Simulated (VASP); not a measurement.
# SrO (P6_3/mmc) in VASP: settings compared

Aim: see how the results for SrO move with the level of theory and the settings. Levels: LDA, PBEsol. Tasks: single point.

Everything below comes from runs of VASP 6.6.1. Logs are shortened: lines on timing, memory, paths and dates and some standing lists are left out, and cuts for length are marked.

### Step 1. The cell of the first run

It takes space group P6_3/mmc (No. 194, hexagonal). The conventional cell has a = 3.623 Å, b = 3.623 Å, c = 6.339 Å, α = 90.00°, β = 90.00°, γ = 120.00°. Within 3.8 Å of Sr (site symmetry -6m2) lie 6 O at 2.62 Å and 12 Sr at 3.62 to 3.80 Å. O (site symmetry -3m) has 6 Sr at 2.62 Å and 8 O at 3.17 to 3.62 Å within 3.7 Å.

### Step 2. Single point, LDA

Input file INCAR:

```
PREC     = Accurate       # precision mode
ENCUT    = 520            # plane-wave cutoff, eV
EDIFF    = 1E-6           # SCF threshold, eV
ISMEAR   = -1             # smearing method
SIGMA    = 0.05           # smearing width, eV
LREAL    = F              # projectors in reciprocal space
LASPH    = T              # aspherical terms in the spheres
NELM     = 100            # most SCF steps
ALGO     = Normal         # electronic algorithm
ISIF     = 2              # what is computed and relaxed
LWAVE    = F              # write WAVECAR
LCHARG   = F              # write CHGCAR
GGA      = CA             # functional
NBANDS   = 24             # bands
```

Input file KPOINTS:

```
Automatic mesh
0
Gamma
  9 9 5
```

Input file POSCAR:

```
SrO
1.0
    3.6229780985      0.0000000000      0.0000000000
   -1.8114890493      3.1375910707      0.0000000000
    0.0000000000      0.0000000000      6.3392428589
Sr O
2 2
Direct
    0.6666666667      0.3333333333      0.7500000000
    0.3333333333      0.6666666667      0.2500000000
    0.0000000000      0.0000000000      0.5000000000
    0.0000000000      0.0000000000      0.0000000000
```

Potentials or basis: VASP PAW LDA potentials, release 64 (Sr_sv, O).

On the command line:

```
cat potpaw_LDA.64/Sr_sv/POTCAR potpaw_LDA.64/O/POTCAR > POTCAR
mpirun -np 1 vasp_std > vasp.out
```

OUTCAR:

```text
PREC = Accurate
   ENCUT = 520
   EDIFF = 1E-6
   ISMEAR = -1
   LREAL = F
   LASPH = T
   NELM = 100
   ISIF = 2
   GGA = CA

 ion  position               nearest neighbor table
   1  0.667  0.333  0.750-   3 2.62   4 2.62   3 2.62   4 2.62   3 2.62   4 2.62   2 3.80   2 3.80
                             2 3.80   2 3.80   2 3.80   2 3.80
   2  0.333  0.667  0.250-   3 2.62   4 2.62   3 2.62   4 2.62   3 2.62   4 2.62   1 3.80   1 3.80
                             1 3.80   1 3.80   1 3.80   1 3.80
   3  0.000  0.000  0.500-   1 2.62   2 2.62   1 2.62   2 2.62   1 2.62   2 2.62
   4  0.000  0.000  0.000-   1 2.62   2 2.62   1 2.62   2 2.62   1 2.62   2 2.62

  LATTYP: Found a hexagonal cell.
 ALAT       =     3.6229780985
 C/A-ratio  =     1.7497325920

  Lattice vectors:

 A1 = (   3.6229780985,   0.0000000000,   0.0000000000)
 A2 = (  -1.8114890493,   3.1375910707,   0.0000000000)
 A3 = (   0.0000000000,   0.0000000000,   6.3392428589)

Analysis of symmetry for initial positions (statically):
=====================================================================
 Subroutine PRICEL returns:
 Original cell was already a primitive cell.

 Routine SETGRP: Setting up the symmetry group for a
 hexagonal supercell.

 Subroutine GETGRP returns: Found 24 space group operations
 (whereof 12 operations were pure point group operations)
 out of a pool of 24 trial point group operations.

The static configuration has the point symmetry D_3d.
 The point group associated with its full space group is D_6h.

Analysis of symmetry for dynamics (positions and initial velocities):
=====================================================================
 Subroutine PRICEL returns:
 Original cell was already a primitive cell.

 Routine SETGRP: Setting up the symmetry group for a
 hexagonal supercell.

 Subroutine GETGRP returns: Found 24 space group operations
 (whereof 12 operations were pure point group operations)
 out of a pool of 24 trial point group operations.

The dynamic configuration has the point symmetry D_3d.
 The point group associated with its full space group is D_6h.

 Subroutine INISYM returns: Found 24 space group operations
 (whereof 12 operations are pure point group operations),
 and found     1 'primitive' translations

----------------------------------------------------------------------------------------

                                     Primitive cell

  volume of cell :      72.0609

[... 85 lines left out ...]
   ICHARG =      2    charge: 1-file 2-atom 10-const
   ISPIN  =      1    spin polarized calculation?
   LNONCOLLINEAR =      F non collinear calculations
   LSORBIT =      F    spin-orbit coupling
   LASPH  =      T    aspherical Exc in radial PAW
   ENCUT  =  520.0 eV  38.22 Ry    6.18 a.u.   6.74  6.74 11.79*2*pi/ulx,y,z
   NELM   =    100;   NELMIN=  2; NELMDL= -5     # of ELM steps
   EDIFF  = 0.1E-05   stopping-criterion for ELM
   LREAL  =      F    real-space projection
   EDIFFG = 0.1E-04   stopping-criterion for IOM
   NSW    =      0    number of steps for IOM
   IBRION =     -1    ionic relax: 0-MD 1-quasi-New 2-CG
   NFREE  =      0    steps in history (QN), initial steepest desc. (CG)
   ISIF   =      2    stress and relaxation
   ISYM   =      2    0-nonsym 1-usesym 2-fastsym
   POTIM  = 0.5000    time-step for ionic-motion
   TEBEG  =    0.0;   TEEND  =   0.0 temperature during run
   PSTRESS=    0.0 pullay stress
   NELECT =      32.0000    total number of electrons
   NUPDOWN=      -1.0000    fix difference up-down
   EMIN   =  10.00;   EMAX   =-10.00  energy-range for DOS
   EFERMI =   0.00;   METHOD = LEGACY
   ISMEAR =    -1;   SIGMA  =   0.05  broadening in eV -4-tet -1-fermi 0-gaus
   EFERMI_NEDOS =   21; number of points for ismear=-14 and -15
   IALGO  =     38    algorithm
   IMIX   =      4    mixing-type and parameters
     AMIX     =   0.40;   BMIX     =  1.00
     AMIX_MAG =   1.60;   BMIX_MAG =  1.00
  volume/ion in A,a.u.               =      18.02       121.57
  Fermi-wavevector in a.u.,A,eV,Ry     =   1.248988  2.360246 21.224702  1.559972
  Thomas-Fermi vector in A             =   2.383050
   LORBIT       =      0    0 simple, 1 ext, 2 COOP (PROOUT), +10 PAW based schemes
   GGA     = CA    functional components
   LHFCALC =     F    Hartree Fock is set to
   AEXX    =    0.0000 exact exchange contribution
   IVDW    =     0    specifies the selected vdW correction
   LEPSILON=     F    determine dielectric tensor
   LRPA    =     F    only Hartree local field effects (RPA)
 non-spin polarized calculation
  energy-cutoff  :      520.00
  volume of cell :       72.06
 maximum number of plane-waves:      1961
 NGX is ok and might be reduce to    28
   NGX = 13   NGY = 13   NGZ = 23

 number of electron      31.9999988 magnetization

 Free energy of the ion-electron system (eV)
  ---------------------------------------------------
  ext. energy  EPLUGINS =         0.00000000
  ---------------------------------------------------
  free energy    TOTEN  =       -26.23455828 eV

  energy without entropy =      -26.23455828  energy(sigma->0) =      -26.23455828

 E-fermi :   2.5896     XC(G=0): -10.2492

 val. band max:        1.5789216721   @ k =   0.0000   0.0000   0.0000
 cond. band min:       4.1424816437   @ k =   0.0000   0.0000   0.0000
 fundamental gap:      2.5635599716
 Fermi energy:         2.5896358967

 k-point     1 :       0.0000    0.0000    0.0000
  band No.  band energies     occupation
      1     -31.2669      2.00000
      2     -31.1806      2.00000
      3     -15.1131      2.00000
      4     -13.5284      2.00000
      5     -13.0830      2.00000
      6     -13.0830      2.00000
[... 637 lines left out ...]
     23      10.7359      0.00000
     24      10.7359      0.00000

 [... further k-points ...]
[... 5 lines left out ...]
  --------------------------------------------------------------------------------------
  -------------------------------------------------------------------------------------
  Total       -3.7836976     -3.7836976     -4.5047704      0.0000000      0.0000000     -0.0000000
  in kB      -84.1254816    -84.1254816   -100.1575747      0.0000000      0.0000000     -0.0000000
  external PRESSURE =     -89.4695127 kB  Pullay stress =       0.0000000 kB

 VOLUME and BASIS-vectors are now :
 -----------------------------------------------------------------------------
  energy-cutoff  :      520.00
  volume of cell :       72.06
      direct lattice vectors                 reciprocal lattice vectors
     3.622978098  0.000000000  0.000000000     0.276016021  0.159357924  0.000000000
    -1.811489049  3.137591071  0.000000000     0.000000000  0.318715848  0.000000000
     0.000000000  0.000000000  6.339242859     0.000000000  0.000000000  0.157747545

 POSITION                                       TOTAL-FORCE (eV/Angst)
 -----------------------------------------------------------------------------------
      1.81149      1.04586      4.75443        -0.000000     -0.000000      0.000000
     -0.00000      2.09173      1.58481         0.000000      0.000000      0.000000
      0.00000      0.00000      3.16962        -0.000000      0.000000      0.000000
      0.00000      0.00000      0.00000         0.000000      0.000000      0.000000
 -----------------------------------------------------------------------------------
    total drift:                               -0.000000      0.000000     -0.000000

  FREE ENERGIE OF THE ION-ELECTRON SYSTEM (eV)
  ---------------------------------------------------
  free  energy   TOTEN  =       -26.2345582793 eV

  energy  without entropy=      -26.2345582793  energy(sigma->0) =      -26.23455828
```

It took 1.7 min on 1 thread of Intel Xeon 8259CL, shared host; peak memory 0.19 GiB.

What came out:

- Free energy: -26.2346 eV
- Pressure: -8.9 GPa
- Band gap on the k mesh: 2.56 eV

Stress tensor (GPa, compression positive):
```
 -8.41   0.00   0.00
  0.00  -8.41   0.00
  0.00   0.00 -10.02
```

Caveat: the cell stands under tension. A k mesh can miss the band edges.

(Part 1 of 2 ends here.)
